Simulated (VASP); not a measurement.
# ZnO (P6_3mc) in VASP: a series of runs, part 3 of 3

VASP 6.6.1. Earlier steps stand in the parts before.

## 5. Electric field gradients, LDA (11.66 Å³/atom)

This run uses another cell than the first one, of 11.66 Å³/atom.

The input, INCAR:

```
PREC = Accurate ; ENCUT = 520
EDIFF = 1E-8 ; ISMEAR = -1
SIGMA = 0.02 ; LREAL = False
LASPH = True ; NELM = 100
ALGO = Normal ; ISIF = 2
LWAVE = False ; LCHARG = False
LEFG = True ; NBANDS = 26
```

The input, KPOINTS:

```
regular mesh
0
Gamma
  11 11 6
```

The input, POSCAR:

```
ZnO
1.0
    3.2275900217      0.0000000000      0.0000000000
   -1.6137950108      2.7951749517      0.0000000000
    0.0000000000      0.0000000000      5.1688741155
Zn O
2 2
Direct
    0.3333333333      0.6666666667      0.0000000000
    0.6666666667      0.3333333333      0.5000000000
    0.3333333333      0.6666666667      0.3821000000
    0.6666666667      0.3333333333      0.8821000000
```

Potentials or basis: VASP PAW LDA potentials, release 64 (Zn, O).

Command:

```console
$ cat potpaw_LDA.64/Zn/POTCAR potpaw_LDA.64/O/POTCAR > POTCAR
$ mpirun -np 1 vasp_std > vasp.out
```

OUTCAR:

```text
PREC = Accurate
   ENCUT = 520
   EDIFF = 1E-8
   ISMEAR = -1
   LREAL = False
   LASPH = True
   NELM = 100
   ISIF = 2

 ion  position               nearest neighbor table
   1  0.333  0.667  0.000-   4 1.96   4 1.96   4 1.96   3 1.98
   2  0.667  0.333  0.500-   3 1.96   3 1.96   3 1.96   4 1.98
   3  0.333  0.667  0.382-   2 1.96   2 1.96   2 1.96   1 1.98
   4  0.667  0.333  0.882-   1 1.96   1 1.96   1 1.96   2 1.98

  LATTYP: Found a hexagonal cell.
 ALAT       =     3.2275900217
 C/A-ratio  =     1.6014655147

  Lattice vectors:

 A1 = (   3.2275900217,   0.0000000000,   0.0000000000)
 A2 = (  -1.6137950108,   2.7951749517,   0.0000000000)
 A3 = (   0.0000000000,   0.0000000000,   5.1688741155)

Analysis of symmetry for initial positions (statically):
=====================================================================
 Subroutine PRICEL returns:
 Original cell was already a primitive cell.

 Routine SETGRP: Setting up the symmetry group for a
 hexagonal supercell.

 Subroutine GETGRP returns: Found 12 space group operations
 (whereof  6 operations were pure point group operations)
 out of a pool of 24 trial point group operations.

The static configuration has the point symmetry C_3v.
 The point group associated with its full space group is C_6v.

Analysis of symmetry for dynamics (positions and initial velocities):
=====================================================================
 Subroutine PRICEL returns:
[... 862 lines left out ...]
     26      15.5550      0.00000

 [... further k-points ...]

------------------------ aborting loop because EDIFF is reached ----------------------------------------

  FORCE on cell =-STRESS in cart. coord.  units (eV):
  Direction    XX          YY          ZZ          XY          YZ          ZX
  --------------------------------------------------------------------------------------
  -------------------------------------------------------------------------------------
  Total       -0.9696898     -0.9696898     -0.8187756     -0.0000000      0.0000000      0.0000000
  in kB      -33.3165543    -33.3165543    -28.1314535     -0.0000000      0.0000000      0.0000000
  external PRESSURE =     -31.5881874 kB  Pullay stress =       0.0000000 kB

 VOLUME and BASIS-vectors are now :
 -----------------------------------------------------------------------------
  energy-cutoff  :      520.00
  volume of cell :       46.63
      direct lattice vectors                 reciprocal lattice vectors
     3.227590022  0.000000000  0.000000000     0.309828694  0.178879680  0.000000000
    -1.613795011  2.795174952  0.000000000     0.000000000  0.357759359  0.000000000
     0.000000000  0.000000000  5.168874116     0.000000000  0.000000000  0.193465729

 POSITION                                       TOTAL-FORCE (eV/Angst)
 -----------------------------------------------------------------------------------
     -0.00000      1.86345      0.00000        -0.000000      0.000000      0.041550
      1.61380      0.93172      2.58444         0.000000     -0.000000      0.041550
     -0.00000      1.86345      1.97503        -0.000000      0.000000     -0.041550
      1.61380      0.93172      4.55946         0.000000     -0.000000     -0.041550
 -----------------------------------------------------------------------------------
    total drift:                               -0.000000     -0.000000     -0.000472

  FREE ENERGIE OF THE ION-ELECTRON SYSTEM (eV)
  ---------------------------------------------------
  free  energy   TOTEN  =       -21.1489497889 eV

  energy  without entropy=      -21.1489497889  energy(sigma->0) =      -21.14894979

 Electric field gradients (V/A^2)
---------------------------------------------------------------------
 ion       V_xx      V_yy      V_zz      V_xy      V_xz      V_yz
---------------------------------------------------------------------
   1      -4.002    -4.005     8.007    -0.003     0.000    -0.000
   2      -4.002    -4.005     8.007    -0.003    -0.000     0.000
   3       1.751     1.747    -3.497    -0.003     0.000    -0.000
   4       1.751     1.747    -3.497    -0.003    -0.000     0.000
---------------------------------------------------------------------

 Electric field gradients after diagonalization (V/A^2)
 (convention: |V_zz| > |V_xx| > |V_yy|)
----------------------------------------------------------------------
 ion       V_xx      V_yy      V_zz     asymmetry (V_yy - V_xx)/ V_zz
----------------------------------------------------------------------
   1      -4.007    -4.000     8.007       0.001
   2      -4.007    -4.000     8.007       0.001
   3       1.752     1.745    -3.497       0.002
   4       1.752     1.745    -3.497       0.002
----------------------------------------------------------------------

           NMR quadrupolar parameters

 Cq : quadrupolar parameter    Cq=e*Q*V_zz/h
 eta: asymmetry parameters     (V_yy - V_xx)/ V_zz
 Q  : nuclear electric quadrupole moment in mb (millibarn)
----------------------------------------------------------------------
 ion       Cq(MHz)       eta       Q (mb)
----------------------------------------------------------------------
   1       0.019       0.001       1.000
   2       0.019       0.001       1.000
   3      -0.008       0.002       1.000
   4      -0.008       0.002       1.000
----------------------------------------------------------------------
```

It took 40 s on 1 thread of AMD EPYC 9R45 (Zen 5), shared host; peak memory 0.16 GiB.

What came out:

- Free energy: -21.1489 eV
- Pressure: -3.2 GPa
- Largest force: 0.042 eV/Å
- Band gap on the k mesh: 0.78 eV
- Largest electric field gradient by atom: Zn +8.0; O -3.5 V/Å²

Forces in eV/Å, atoms in the order of the input:
```
Zn   0.000  0.000  0.042
Zn   0.000  0.000  0.042
O    0.000  0.000 -0.042
O    0.000  0.000 -0.042
```

Levels at points of the mesh, in eV from the valence-band top:
| k point | band 14 | band 15 | band 16 | band 17 | band 18 | band 19 | band 20 | band 21 | band 22 | band 23 |
| --- | --- | --- | --- | --- | --- | --- | --- | --- | --- | --- |
| (0.00, 0.00, 0.00) | -0.82 | -0.82 | -0.10 | 0.00 | 0.00 | 0.78 | 5.14 | 8.18 | 12.73 | 12.73 |
| (0.00, 0.00, 0.50) | -2.28 | -0.41 | -0.41 | -0.41 | -0.41 | 3.44 | 3.44 | 9.99 | 9.99 | 13.03 |

Electric field gradients, principal values (V/Å²):
```csv
atom,least,middle,greatest (by size)
1 Zn,-4.000,-4.007,8.007
2 Zn,-4.000,-4.007,8.007
3 O,1.745,1.752,-3.497
4 O,1.745,1.752,-3.497
```

Caveat: the cell stands under tension; without QUAD_EFG the Cq values of the log hold for a quadrupole moment of 1 mb, not for the nuclei.

## 6. Summary

```tsv
cell	gap on the mesh (eV)	pressure (GPa)	largest force (eV/Å)
a = 3.183, b = 3.183, c = 5.098 Å, angles 90.0, 90.0, 120.0°, 4 atoms	0.84	3.6	0.04
a = 3.205, b = 3.205, c = 5.133 Å, angles 90.0, 90.0, 120.0°, 4 atoms	0.81	0.0	0.04
a = 3.228, b = 3.228, c = 5.169 Å, angles 90.0, 90.0, 120.0°, 4 atoms	0.78	-3.2	0.04
```

Alike in all rows: task electric field gradients; level LDA; potentials or basis VASP PAW LDA potentials, release 64 (Zn, O); no spin polarisation; k mesh 11 × 11 × 6; cutoff (eV) 520; smearing fermi-dirac 0.02 eV.

Caveats: the cell stands under pressure (at least some runs); the cell stands under tension (at least some runs).

Total energies depend on the potentials used, so only differences within one code and one set of settings carry meaning.
